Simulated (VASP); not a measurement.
# Cs2Y (P6/mmm) in VASP: relaxation of cell and atoms with PBE

Aim: the relaxation of cell and atoms of Cs2Y with PBE.

Program: VASP 6.6.1. These are calculated values, not measurements. Logs are shortened: lines on timing, memory, paths and dates and some standing lists are left out, and cuts for length are marked.

**1. The cell of the first run**

The structure is hexagonal, space group P6/mmm (No. 191). The conventional cell has a = 7.428 Å, b = 7.428 Å, c = 3.898 Å, α = 90.00°, β = 90.00°, γ = 120.00°. Cs (site symmetry -6m2) has 5 Cs at 3.90 to 4.29 Å and 6 Y at 4.71 Å within 5.1 Å. Within 5.1 Å of Y (site symmetry 6/mmm) lie 2 Y at 3.90 Å and 12 Cs at 4.71 Å.

**2. Relaxation of cell and atoms, PBE**

Input file INCAR:

```
PREC = Accurate
ENCUT = 600
EDIFF = 1E-6
ISMEAR = 0
SIGMA = 0.1
LREAL = False
LASPH = True
NELM = 60
ALGO = Fast
ISIF = 3
LWAVE = False
LCHARG = False
GGA = PE
IBRION = 2
NSW = 100
EDIFFG = -0.01
```

Input file KPOINTS:

```
regular mesh
0
Gamma
  6 6 12
```

Input file POSCAR:

```
Cs2Y
1.0
    7.4275138884      0.0000000000      0.0000000000
   -3.7137569442      6.4324157143      0.0000000000
    0.0000000000      0.0000000000      3.8975304265
Cs Y
2 1
Direct
    0.3333333333      0.6666666667      0.5000000000
    0.6666666667      0.3333333333      0.5000000000
    0.0000000000      0.0000000000      0.0000000000
```

Potentials or basis: VASP PAW PBE potentials, release 64 (Cs_sv, Y_sv).

Started as:

```bash
$ cat potpaw_PBE.64/Cs_sv/POTCAR potpaw_PBE.64/Y_sv/POTCAR > POTCAR
$ mpirun -np 1 vasp_std > vasp.out
```

OUTCAR:

```text
PREC = Accurate
   ENCUT = 600
   EDIFF = 1E-6
   ISMEAR = 0
   LREAL = False
   LASPH = True
   NELM = 60
   ISIF = 3
   GGA = PE
   IBRION = 2
   NSW = 100
   EDIFFG = -0.01

 ion  position               nearest neighbor table
   1  0.333  0.667  0.500-
   2  0.667  0.333  0.500-
   3  0.000  0.000  0.000-

  LATTYP: Found a hexagonal cell.
 ALAT       =     7.4275138884
 C/A-ratio  =     0.5247422603

  Lattice vectors:

 A1 = (   7.4275138884,   0.0000000000,   0.0000000000)
 A2 = (  -3.7137569442,   6.4324157143,   0.0000000000)
 A3 = (   0.0000000000,   0.0000000000,   3.8975304265)

Analysis of symmetry for initial positions (statically):
=====================================================================
 Subroutine PRICEL returns:
 Original cell was already a primitive cell.

 Routine SETGRP: Setting up the symmetry group for a
 hexagonal supercell.

 Subroutine GETGRP returns: Found 24 space group operations
 (whereof 24 operations were pure point group operations)
 out of a pool of 24 trial point group operations.

The static configuration has the point symmetry D_6h.

Analysis of symmetry for dynamics (positions and initial velocities):
=====================================================================
 Subroutine PRICEL returns:
 Original cell was already a primitive cell.

 Routine SETGRP: Setting up the symmetry group for a
 hexagonal supercell.

 Subroutine GETGRP returns: Found 24 space group operations
 (whereof 24 operations were pure point group operations)
 out of a pool of 24 trial point group operations.

The dynamic configuration has the point symmetry D_6h.

 Subroutine INISYM returns: Found 24 space group operations
 (whereof 24 operations are pure point group operations),
 and found     1 'primitive' translations

----------------------------------------------------------------------------------------

                                     Primitive cell

  volume of cell :     186.2118

  direct lattice vectors                    reciprocal lattice vectors
     7.427513888  0.000000000  0.000000000     0.134634551  0.077731294  0.000000000
    -3.713756944  6.432415714  0.000000000     0.000000000  0.155462589  0.000000000
     0.000000000  0.000000000  3.897530426     0.000000000  0.000000000  0.256572724

  length of vectors
     7.427513888  7.427513888  3.897530426     0.155462589  0.155462589  0.256572724

  position of ions in fractional coordinates (direct lattice)
     0.333333333  0.666666667  0.500000000
     0.666666667  0.333333333  0.500000000
     0.000000000  0.000000000  0.000000000

  ion indices of the primitive-cell ions
   primitive index   ion index
                 1           1
                 2           2
                 3           3

----------------------------------------------------------------------------------------

 KPOINTS: regular mesh

Automatic generation of k-mesh.
 Grid dimensions read from file:
 generate k-points for:    6    6   12

 Generating k-lattice:

  Cartesian coordinates                     Fractional coordinates (reciprocal lattice)
     0.022439092  0.012955216  0.000000000     0.166666667  0.000000000  0.000000000
     0.000000000  0.025910431  0.000000000     0.000000000  0.166666667  0.000000000
     0.000000000  0.000000000  0.021381060     0.000000000  0.000000000  0.083333333

  Length of vectors
     0.025910431  0.025910431  0.021381060

  Shift w.r.t. Gamma in fractional coordinates (k-lattice)
     0.000000000  0.000000000  0.000000000

 Subroutine IBZKPT returns following result:
 ===========================================

 Found     49 irreducible k-points:

 Following reciprocal coordinates:
            Coordinates               Weight
  0.000000  0.000000  0.000000      1.000000
  0.166667  0.000000  0.000000      6.000000
  0.333333  0.000000  0.000000      6.000000
  0.500000  0.000000  0.000000      3.000000
  0.166667  0.166667  0.000000      6.000000
  0.333333  0.166667  0.000000     12.000000
[... 16 lines left out ...]
  0.166667  0.000000  0.250000     12.000000
  0.333333  0.000000  0.250000     12.000000
 [... further k-points ...]
   k-points           NKPTS =     49   k-points in BZ     NKDIM =     49   number of bands    NBANDS=     18
   number of dos      NEDOS =    301   number of ions     NIONS =      3
   total plane-waves  NPLWV = 115200
   dimension x,y,z NGX =    60 NGY =   60 NGZ =   32
   dimension x,y,z NGXF=   120 NGYF=  120 NGZF=   64
   ions per type =               2   1
   NGX,Y,Z   is equivalent  to a cutoff of  13.43, 13.43, 13.65 a.u.
   NGXF,Y,Z  is equivalent  to a cutoff of  26.86, 26.86, 27.30 a.u.
 SYSTEM =  unknown system
   PREC   = accura    normal or accurate (medium, high low for compatibility)
   ISTART =      0    job   : 0-new  1-cont  2-samecut
   ICHARG =      2    charge: 1-file 2-atom 10-const
   ISPIN  =      1    spin polarized calculation?
   LNONCOLLINEAR =      F non collinear calculations
   LSORBIT =      F    spin-orbit coupling
   LASPH  =      T    aspherical Exc in radial PAW
   ENCUT  =  600.0 eV  44.10 Ry    6.64 a.u.  14.83 14.83  7.78*2*pi/ulx,y,z
   NELM   =     60;   NELMIN=  2; NELMDL= -5     # of ELM steps
   EDIFF  = 0.1E-05   stopping-criterion for ELM
   LREAL  =      F    real-space projection
   EDIFFG = -.1E-01   stopping-criterion for IOM
   NSW    =    100    number of steps for IOM
   IBRION =      2    ionic relax: 0-MD 1-quasi-New 2-CG
   NFREE  =      1    steps in history (QN), initial steepest desc. (CG)
   ISIF   =      3    stress and relaxation
   ISYM   =      2    0-nonsym 1-usesym 2-fastsym
   POTIM  = 0.5000    time-step for ionic-motion
   TEBEG  =    0.0;   TEEND  =   0.0 temperature during run
   PSTRESS=    0.0 pullay stress
   NELECT =      29.0000    total number of electrons
   NUPDOWN=      -1.0000    fix difference up-down
   EMIN   =  10.00;   EMAX   =-10.00  energy-range for DOS
   EFERMI =   0.00;   METHOD = LEGACY
   ISMEAR =     0;   SIGMA  =   0.10  broadening in eV -4-tet -1-fermi 0-gaus
   EFERMI_NEDOS =   21; number of points for ismear=-14 and -15
   IALGO  =     68    algorithm
   IMIX   =      4    mixing-type and parameters
     AMIX     =   0.40;   BMIX     =  1.00
     AMIX_MAG =   1.60;   BMIX_MAG =  1.00
  volume/ion in A,a.u.               =      62.07       418.87
  Fermi-wavevector in a.u.,A,eV,Ry     =   0.880789  1.664450 10.555250  0.775789
  Thomas-Fermi vector in A             =   2.001197
   LORBIT       =      0    0 simple, 1 ext, 2 COOP (PROOUT), +10 PAW based schemes
   GGA     = PE    functional components
   LHFCALC =     F    Hartree Fock is set to
   AEXX    =    0.0000 exact exchange contribution
   IVDW    =     0    specifies the selected vdW correction
   LEPSILON=     F    determine dielectric tensor
   LRPA    =     F    only Hartree local field effects (RPA)
 conjugate gradient relaxation of ions
 non-spin polarized calculation
 RMM-DIIS sequential band-by-band and
 Gauss-broadening in eV      SIGMA  =   0.10
  energy-cutoff  :      600.00
  volume of cell :      186.21
 maximum number of plane-waves:      6244
 NGX is ok and might be reduce to    60
   NGX = 29   NGY = 29   NGZ = 15

--------------------------------------- Ionic step        1  -------------------------------------------

 number of electron      28.9999998 magnetization

 Free energy of the ion-electron system (eV)
  ---------------------------------------------------
  ext. energy  EPLUGINS =         0.00000000
  ---------------------------------------------------
  free energy    TOTEN  =        -6.03442695 eV

  energy without entropy =       -6.00057582  energy(sigma->0) =       -6.01750138

------------------------ aborting loop because EDIFF is reached ----------------------------------------

  FORCE on cell =-STRESS in cart. coord.  units (eV):
  Direction    XX          YY          ZZ          XY          YZ          ZX
  --------------------------------------------------------------------------------------
  -------------------------------------------------------------------------------------
  Total        0.3303291      0.3303291      0.1159651      0.0000000      0.0000000     -0.0000000
  in kB        2.8421716      2.8421716      0.9977709      0.0000000      0.0000000     -0.0000000
  external PRESSURE =       2.2273714 kB  Pullay stress =       0.0000000 kB
[... 92 lines left out ...]
  FREE ENERGIE OF THE ION-ELECTRON SYSTEM (eV)
  ---------------------------------------------------
  free  energy   TOTEN  =        -6.0385150800 eV

  energy  without entropy=       -6.0048216668  energy(sigma->0) =       -6.02166837

[... ionic steps 4 to 7 ...]

--------------------------------------- Ionic step        8  -------------------------------------------

 number of electron      29.0000003 magnetization

------------------------ aborting loop because EDIFF is reached ----------------------------------------

  FORCE on cell =-STRESS in cart. coord.  units (eV):
  Direction    XX          YY          ZZ          XY          YZ          ZX
  --------------------------------------------------------------------------------------
  -------------------------------------------------------------------------------------
  Total        0.0342613      0.0342613      0.0087307      0.0000000     -0.0000000      0.0000000
  in kB        0.2838146      0.2838146      0.0723235      0.0000000     -0.0000000      0.0000000
  external PRESSURE =       0.2133176 kB  Pullay stress =       0.0000000 kB
[... 59 lines left out ...]
  energy  without entropy=       -6.0060654415  energy(sigma->0) =       -6.02283547

--------------------------------------- Ionic step       10  -------------------------------------------

 number of electron      29.0000003 magnetization

 Free energy of the ion-electron system (eV)
  ---------------------------------------------------
  ext. energy  EPLUGINS =         0.00000000
  ---------------------------------------------------
  free energy    TOTEN  =        -6.03967512 eV

  energy without entropy =       -6.00618566  energy(sigma->0) =       -6.02293039

 E-fermi :   1.6249     XC(G=0):  -7.0936

 val. band max:        1.6154303682   @ k =   0.3333   0.0000   0.4167
 cond. band min:       1.6276539415   @ k =   0.0000   0.0000   0.3333
 fundamental gap:      0.0122235733
 Fermi energy:         1.6248503736

 k-point     1 :       0.0000    0.0000    0.0000
  band No.  band energies     occupation
      1     -42.7135      2.00000
      2     -22.6811      2.00000
      3     -22.6811      2.00000
      4     -22.4409      2.00000
      5     -21.8590      2.00000
      6     -21.8021      2.00000
[... 10 lines left out ...]
     17       2.0726      0.00000
     18       2.0726      0.00000
[... 466 lines left out ...]
      2     -22.6760      2.00000
      3     -22.6759      2.00000
      4     -22.4957      2.00000
      5     -21.7876      2.00000
      6     -21.7558      2.00000
[... 10 lines left out ...]
     17       2.1407      0.00000
     18       2.1579      0.00000

 [... further k-points ...]

------------------------ aborting loop because EDIFF is reached ----------------------------------------

  FORCE on cell =-STRESS in cart. coord.  units (eV):
  Direction    XX          YY          ZZ          XY          YZ          ZX
  --------------------------------------------------------------------------------------
  -------------------------------------------------------------------------------------
  Total        0.0197124      0.0197124      0.0136735     -0.0000000      0.0000000     -0.0000000
  in kB        0.1635556      0.1635556      0.1134499     -0.0000000      0.0000000     -0.0000000
  external PRESSURE =       0.1468537 kB  Pullay stress =       0.0000000 kB
[... 18 lines left out ...]
  FREE ENERGIE OF THE ION-ELECTRON SYSTEM (eV)
  ---------------------------------------------------
  free  energy   TOTEN  =        -6.0396751208 eV

  energy  without entropy=       -6.0061856551  energy(sigma->0) =       -6.02293039

 reached required accuracy - stopping structural energy minimisation
```

It took 24 min on 1 thread of Intel Xeon 6975P-C (Granite Rapids), shared host; peak memory 0.55 GiB.

What came out:

| Property | Result |
| --- | --- |
| Free energy | -6.0397 eV |
| Relaxed volume | 64.37 Å³/atom |
| Relaxed cell | a = 7.545 Å, b = 7.545 Å, c = 3.917 Å, α = 90.00°, β = 90.00°, γ = 120.00° |
| Space group after relaxing (to 0.1 Å) | P6/mmm (No. 191) |
| Energy gained by relaxing | 1.7 meV/atom |
| Ionic steps | 10 |
| Pressure after relaxing | 0.0 GPa |
| Band gap on the k mesh | zero (an odd number of electrons rules out a gap without spin polarisation) |

Step by step:
```csv
step,energy change (eV),largest force (eV/Å),pressure (GPa),volume (Å³)
1,0.0000,0.0000,0.22,186.21
2,-0.0031,0.0000,0.11,188.55
3,-0.0041,0.0000,0.06,189.69
4,-0.0052,0.0000,0.02,191.99
5,-0.0036,0.0000,-0.14,196.64
6,-0.0053,0.0000,0.08,192.69
7,-0.0049,0.0000,-0.14,194.66
8,-0.0052,0.0000,0.02,193.41
9,-0.0052,0.0000,-0.03,193.65
10,-0.0052,0.0000,0.01,193.10
```

Final structure:
```yaml
crystal:
  lattice:
    - [7.54472, 0.00000, 0.00000]
    - [-3.77236, 6.53392, 0.00000]
    - [0.00000, 0.00000, 3.91713]
  atoms:
    - { symbol: Cs, position: [0.33333, 0.66667, 0.50000] }
    - { symbol: Cs, position: [0.66667, 0.33333, 0.50000] }
    - { symbol: Y, position: [0.00000, 0.00000, 0.00000] }
```

Levels at points of the mesh, in eV from the Fermi level:
```tsv
k point	band 11	band 12	band 13	band 14	band 15	band 16	band 17	band 18
(0.00, 0.00, 0.00)	-9.79	-9.73	-2.89	-0.37	0.25	0.25	0.45	0.45
(0.50, 0.00, 0.00)	-9.77	-9.75	-2.33	-0.98	-0.40	0.23	0.45	0.53
(0.00, 0.00, 0.50)	-9.95	-9.95	-0.31	-0.15	-0.09	-0.09	0.04	0.04
(0.50, 0.00, 0.50)	-10.03	-9.91	-0.75	-0.25	0.00	0.23	0.50	0.84
```

Caveat: the highest band is partly filled, so the run has too few bands; spin-orbit coupling is left out, which moves the levels of the heavy elements.
